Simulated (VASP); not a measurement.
# Hf3B4 (R-3m) in VASP: relaxation of shape and atoms at fixed volume with PBE

Aim: the relaxation of shape and atoms at fixed volume of Hf3B4 with PBE.

All numbers are computed with VASP 6.6.1; they aren't measurements. Logs are shortened: lines on timing, memory, paths and dates and some standing lists are left out, and cuts for length are marked.

### Step 1. The cell of the first run

The structure is trigonal, space group R-3m (No. 166). The conventional cell has a = 3.122 Å, b = 3.122 Å, c = 28.604 Å, α = 90.00°, β = 90.00°, γ = 120.00°. Within 3.3 Å of Hf (site symmetry -3m) lie 12 B at 2.50 to 2.51 Å and 6 Hf at 3.12 Å. Within 3.3 Å of Hf (site symmetry 3m) lie 6 B at 2.47 to 2.48 Å and 9 Hf at 3.12 to 3.22 Å. Within 2.4 Å of B (site symmetry 3m) lie 3 B at 1.80 Å. B (site symmetry 3m) has 3 B at 1.80 Å within 2.4 Å.

### Step 2. Relaxation of shape and atoms at fixed volume, PBE (volume scaled by 0.97)

File INCAR:

```
SYSTEM = Hf3B4
PREC = Accurate
ENCUT = 600
EDIFF = 1E-6
ISMEAR = 0
SIGMA = 0.1
LREAL = .False.
LASPH = .True.
NELM = 100
ALGO = Normal
ISIF = 4
LWAVE = .False.
LCHARG = .False.
GGA = PE
IBRION = 2
NSW = 50
EDIFFG = -0.01
LUSENCCL = .False.
```

File KPOINTS:

```
regular mesh
0
Gamma
  12 12 12
  0 0 0
```

File POSCAR:

```
Hf3B4
1.0
    1.5611573965      0.9013346431      9.5347459243
   -1.5611573965      0.9013346431      9.5347459243
    0.0000000000     -1.8026692862      9.5347459243
Hf B
3 4
Direct
    0.0000000000      0.0000000000      0.0000000000
    0.1200264340      0.1200264340      0.1200264340
    0.8799735660      0.8799735660      0.8799735660
    0.3941467123      0.3941467123      0.3941467123
    0.7270293648      0.7270293648      0.7270293648
    0.6058532877      0.6058532877      0.6058532877
    0.2729706352      0.2729706352      0.2729706352
```

Potentials or basis: VASP PAW PBE potentials, release 64 (Hf_pv, B).

Started as:

```
$ cat potpaw_PBE.64/Hf_pv/POTCAR potpaw_PBE.64/B/POTCAR > POTCAR
$ mpirun -np 1 vasp_std > vasp.out
```

OUTCAR:

```text
SYSTEM = Hf3B4
   PREC = Accurate
   ENCUT = 600
   EDIFF = 1E-6
   ISMEAR = 0
   LREAL = .False.
   LASPH = .True.
   NELM = 100
   ISIF = 4
   GGA = PE
   IBRION = 2
   NSW = 50
   EDIFFG = -0.01

 ion  position               nearest neighbor table
   1  0.000  0.000  0.000-   5 2.50   7 2.50   5 2.50   5 2.50   7 2.50   7 2.50   4 2.51   6 2.51
                             4 2.51   6 2.51   4 2.51   6 2.51   2 3.43   3 3.43
   2  0.120  0.120  0.120-   4 2.47   4 2.47   4 2.47   5 2.48   5 2.48   5 2.48   3 3.22   3 3.22
                             3 3.22   1 3.43
   3  0.880  0.880  0.880-   6 2.47   6 2.47   6 2.47   7 2.48   7 2.48   7 2.48   2 3.22   2 3.22
                             2 3.22   1 3.43
   4  0.394  0.394  0.394-   5 1.80   5 1.80   5 1.80   2 2.47   2 2.47   2 2.47   1 2.51   1 2.51
                             1 2.51
   5  0.727  0.727  0.727-   4 1.80   4 1.80   4 1.80   2 2.48   2 2.48   2 2.48   1 2.50   1 2.50
                             1 2.50
   6  0.606  0.606  0.606-   7 1.80   7 1.80   7 1.80   3 2.47   3 2.47   3 2.47   1 2.51   1 2.51
                             1 2.51
   7  0.273  0.273  0.273-   6 1.80   6 1.80   6 1.80   3 2.48   3 2.48   3 2.48   1 2.50   1 2.50
                             1 2.50

  LATTYP: Found a trigonal (rhomboedric) cell.
 ALAT       =     9.7036589180
 COS(alpha) =     0.9482330793

  Lattice vectors:

 A1 = (   1.5611573965,   0.9013346431,   9.5347459243)
 A2 = (  -1.5611573965,   0.9013346431,   9.5347459243)
 A3 = (   0.0000000000,  -1.8026692862,   9.5347459243)

Analysis of symmetry for initial positions (statically):
=====================================================================
 Subroutine PRICEL returns:
 Original cell was already a primitive cell.

 Routine SETGRP: Setting up the symmetry group for a
 trigonal (rhombohedral) supercell.

 Subroutine GETGRP returns: Found 12 space group operations
 (whereof 12 operations were pure point group operations)
 out of a pool of 12 trial point group operations.

The static configuration has the point symmetry D_3d.

Analysis of symmetry for dynamics (positions and initial velocities):
=====================================================================
 Subroutine PRICEL returns:
 Original cell was already a primitive cell.

 Routine SETGRP: Setting up the symmetry group for a
 trigonal (rhombohedral) supercell.

 Subroutine GETGRP returns: Found 12 space group operations
 (whereof 12 operations were pure point group operations)
 out of a pool of 12 trial point group operations.

The dynamic configuration has the point symmetry D_3d.

 Subroutine INISYM returns: Found 12 space group operations
 (whereof 12 operations are pure point group operations),
 and found     1 'primitive' translations

----------------------------------------------------------------------------------------

                                     Primitive cell

  volume of cell :      80.4995

  direct lattice vectors                    reciprocal lattice vectors
     1.561157397  0.901334643  9.534745924     0.320275202  0.184910974  0.034959855
    -1.561157397  0.901334643  9.534745924    -0.320275202  0.184910974  0.034959855
     0.000000000 -1.802669286  9.534745924     0.000000000 -0.369821948  0.034959855

  length of vectors
     9.703658918  9.703658918  9.703658918     0.371470678  0.371470678  0.371470678

  position of ions in fractional coordinates (direct lattice)
     0.000000000  0.000000000  0.000000000
     0.120026434  0.120026434  0.120026434
     0.879973566  0.879973566  0.879973566
     0.394146712  0.394146712  0.394146712
     0.727029365  0.727029365  0.727029365
     0.605853288  0.605853288  0.605853288
     0.272970635  0.272970635  0.272970635

  ion indices of the primitive-cell ions
   primitive index   ion index
                 1           1
                 2           2
                 3           3
                 4           4
                 5           5
                 6           6
                 7           7

----------------------------------------------------------------------------------------

 KPOINTS: regular mesh

Automatic generation of k-mesh.
 Grid dimensions read from file:
 generate k-points for:   12   12   12

 Generating k-lattice:

  Cartesian coordinates                     Fractional coordinates (reciprocal lattice)
     0.026689600  0.015409248  0.002913321     0.083333333 -0.000000000 -0.000000000
    -0.026689600  0.015409248  0.002913321    -0.000000000  0.083333333 -0.000000000
     0.000000000 -0.030818496  0.002913321    -0.000000000 -0.000000000  0.083333333

  Length of vectors
     0.030955890  0.030955890  0.030955890

  Shift w.r.t. Gamma in fractional coordinates (k-lattice)
     0.000000000  0.000000000  0.000000000

 Subroutine IBZKPT returns following result:
 ===========================================

 Found    189 irreducible k-points:

 Following reciprocal coordinates:
            Coordinates               Weight
  0.000000  0.000000  0.000000      1.000000
  0.083333  0.000000  0.000000      6.000000
  0.166667  0.000000  0.000000      6.000000
  0.250000  0.000000  0.000000      6.000000
  0.333333  0.000000  0.000000      6.000000
  0.416667  0.000000  0.000000      6.000000
[... 16 lines left out ...]
  0.500000  0.166667  0.000000     12.000000
 -0.416667  0.166667  0.000000     12.000000
 [... further k-points ...]
   k-points           NKPTS =    189   k-points in BZ     NKDIM =    189   number of bands    NBANDS=     25
   number of dos      NEDOS =    301   number of ions     NIONS =      7
   total plane-waves  NPLWV = 512000
   dimension x,y,z NGX =    80 NGY =   80 NGZ =   80
   dimension x,y,z NGXF=   160 NGYF=  160 NGZF=  160
   ions per type =               3   4
   NGX,Y,Z   is equivalent  to a cutoff of  13.71, 13.71, 13.71 a.u.
   NGXF,Y,Z  is equivalent  to a cutoff of  27.41, 27.41, 27.41 a.u.
 SYSTEM =  Hf3B4
   PREC   = accura    normal or accurate (medium, high low for compatibility)
   ISTART =      0    job   : 0-new  1-cont  2-samecut
   ICHARG =      2    charge: 1-file 2-atom 10-const
   ISPIN  =      1    spin polarized calculation?
   LNONCOLLINEAR =      F non collinear calculations
   LSORBIT =      F    spin-orbit coupling
   LASPH  =      T    aspherical Exc in radial PAW
   ENCUT  =  600.0 eV  44.10 Ry    6.64 a.u.  19.38 19.38 19.38*2*pi/ulx,y,z
   NELM   =    100;   NELMIN=  2; NELMDL= -5     # of ELM steps
   EDIFF  = 0.1E-05   stopping-criterion for ELM
   LREAL  =      F    real-space projection
   EDIFFG = -.1E-01   stopping-criterion for IOM
   NSW    =     50    number of steps for IOM
   IBRION =      2    ionic relax: 0-MD 1-quasi-New 2-CG
   NFREE  =      1    steps in history (QN), initial steepest desc. (CG)
   ISIF   =      4    stress and relaxation
   ISYM   =      2    0-nonsym 1-usesym 2-fastsym
   POTIM  = 0.5000    time-step for ionic-motion
   TEBEG  =    0.0;   TEEND  =   0.0 temperature during run
   PSTRESS=    0.0 pullay stress
   NELECT =      42.0000    total number of electrons
   NUPDOWN=      -1.0000    fix difference up-down
   EMIN   =  10.00;   EMAX   =-10.00  energy-range for DOS
   EFERMI =   0.00;   METHOD = LEGACY
   ISMEAR =     0;   SIGMA  =   0.10  broadening in eV -4-tet -1-fermi 0-gaus
   EFERMI_NEDOS =   21; number of points for ismear=-14 and -15
   IALGO  =     38    algorithm
   IMIX   =      4    mixing-type and parameters
     AMIX     =   0.40;   BMIX     =  1.00
     AMIX_MAG =   1.60;   BMIX_MAG =  1.00
  volume/ion in A,a.u.               =      11.50        77.61
  Fermi-wavevector in a.u.,A,eV,Ry     =   1.317934  2.490533 23.632628  1.736949
  Thomas-Fermi vector in A             =   2.447939
   LORBIT       =      0    0 simple, 1 ext, 2 COOP (PROOUT), +10 PAW based schemes
   GGA     = PE    functional components
   LHFCALC =     F    Hartree Fock is set to
   AEXX    =    0.0000 exact exchange contribution
   IVDW    =     0    specifies the selected vdW correction
   LEPSILON=     F    determine dielectric tensor
   LRPA    =     F    only Hartree local field effects (RPA)
 conjugate gradient relaxation of ions
 non-spin polarized calculation
 Gauss-broadening in eV      SIGMA  =   0.10
  energy-cutoff  :      600.00
  volume of cell :       80.50
 maximum number of plane-waves:      2715
 NGX is ok and might be reduce to    80
   NGX = 39   NGY = 39   NGZ = 39

--------------------------------------- Ionic step        1  -------------------------------------------

 number of electron      42.0000001 magnetization

 Free energy of the ion-electron system (eV)
  ---------------------------------------------------
  ext. energy  EPLUGINS =         0.00000000
  ---------------------------------------------------
  free energy    TOTEN  =       -62.57575232 eV

  energy without entropy =      -62.56586439  energy(sigma->0) =      -62.57080835

------------------------ aborting loop because EDIFF is reached ----------------------------------------

  FORCE on cell =-STRESS in cart. coord.  units (eV):
  Direction    XX          YY          ZZ          XY          YZ          ZX
  --------------------------------------------------------------------------------------
  -------------------------------------------------------------------------------------
  Total        3.2647480      3.2647480      3.1116552     -0.0000000     -0.0000000      0.0000000
  in kB       64.9781156     64.9781156     61.9311177     -0.0000000     -0.0000000      0.0000000
  external PRESSURE =      63.9624496 kB  Pullay stress =       0.0000000 kB
[... 149 lines left out ...]
  energy  without entropy=      -62.5678441274  energy(sigma->0) =      -62.57280617

--------------------------------------- Ionic step        5  -------------------------------------------

 number of electron      41.9999999 magnetization

 Free energy of the ion-electron system (eV)
  ---------------------------------------------------
  ext. energy  EPLUGINS =         0.00000000
  ---------------------------------------------------
  free energy    TOTEN  =       -62.57788863 eV

  energy without entropy =      -62.56800217  energy(sigma->0) =      -62.57294540

 E-fermi :   6.6965     XC(G=0): -12.3098

 val. band max:        6.6908298930   @ k =   0.4167   0.2500   0.2500
 cond. band min:       6.6987570971   @ k =  -0.4167   0.4167   0.0000
 fundamental gap:      0.0079272040
 Fermi energy:         6.6965106435

 k-point     1 :       0.0000    0.0000    0.0000
  band No.  band energies     occupation
      1     -23.8595      2.00000
      2     -23.7485      2.00000
      3     -23.4384      2.00000
      4     -23.1046      2.00000
      5     -23.1046      2.00000
      6     -23.0659      2.00000
[... 661 lines left out ...]
     24      10.6953      0.00000
     25      11.0173      0.00000

 [... further k-points ...]

------------------------ aborting loop because EDIFF is reached ----------------------------------------

  FORCE on cell =-STRESS in cart. coord.  units (eV):
  Direction    XX          YY          ZZ          XY          YZ          ZX
  --------------------------------------------------------------------------------------
  -------------------------------------------------------------------------------------
  Total        3.0178776      3.0178776      3.1145492      0.0000000     -0.0000000      0.0000000
  in kB       60.0646671     60.0646671     61.9887179      0.0000000     -0.0000000      0.0000000
  external PRESSURE =      60.7060173 kB  Pullay stress =       0.0000000 kB
[... 22 lines left out ...]
  FREE ENERGIE OF THE ION-ELECTRON SYSTEM (eV)
  ---------------------------------------------------
  free  energy   TOTEN  =       -62.5778886253 eV

  energy  without entropy=      -62.5680021745  energy(sigma->0) =      -62.57294540

 reached required accuracy - stopping structural energy minimisation
```

It took 22 min on 1 × NVIDIA H100 80GB with 1 thread of AMD EPYC 7R13 (Zen 3), shared host; peak memory 2 GiB.

What came out:

```
Free energy                  : -62.5779 eV
Energy gained by relaxing    : 0.3 meV/atom
Ionic steps                  : 5
Pressure after relaxing      : 6.1 GPa
Largest force after relaxing : 0.006 eV/Å
Band gap on the k mesh       : zero (band 21 reaches 7.84 eV, above the bottom of band 22 at 6.14 eV)
```

Forces in eV/Å, atoms in the order of the input:
```
Hf   0.000  0.000  0.000
Hf   0.000  0.000  0.004
Hf   0.000  0.000 -0.004
B    0.000  0.000  0.006
B    0.000  0.000  0.003
B    0.000  0.000 -0.006
B    0.000  0.000 -0.003
```

The path:
| step | energy change (eV) | largest force (eV/Å) | pressure (GPa) | volume (Å³) |
| --- | --- | --- | --- | --- |
| 1 | 0.0000 | 0.1532 | 6.40 | 80.50 |
| 2 | -0.0016 | 0.0418 | 6.21 | 80.50 |
| 3 | -0.0017 | 0.0451 | 6.13 | 80.50 |
| 4 | -0.0020 | 0.0257 | 6.10 | 80.50 |
| 5 | -0.0021 | 0.0056 | 6.07 | 80.50 |

Final structure:
```
Hf B
1.0
     1.56252    0.90212    9.51817
    -1.56252    0.90212    9.51817
     0.00000   -1.80424    9.51817
Hf B
3 4
Cartesian
  0.0000 0.0000 0.0000
  0.0000 0.0000 3.4398
  0.0000 0.0000 25.1147
  0.0000 0.0000 11.2595
  0.0000 0.0000 20.7657
  0.0000 0.0000 17.2950
  0.0000 0.0000 7.7888
```

Levels at points of the mesh, in eV from the Fermi level:
```tsv
k point	band 17	band 18	band 19	band 20	band 21	band 22	band 23	band 24	band 25
(0.00, 0.00, 0.00)	-1.58	-1.58	-0.64	-0.33	0.99	0.99	1.64	1.64	2.33
(0.50, 0.00, 0.00)	-3.45	-2.92	-2.72	-2.04	-0.84	0.29	2.41	2.48	4.36
(0.50, 0.50, 0.00)	-3.57	-2.79	-2.42	-2.42	-0.82	0.21	2.94	3.18	3.45
(0.50, 0.50, 0.50)	-1.55	-1.55	-1.49	0.83	1.14	1.14	1.46	1.46	1.65
```

Caveat: the cell differs from its parent crystal (volume scaled by 0.97); spin-orbit coupling is left out, which moves the levels of the heavy elements.
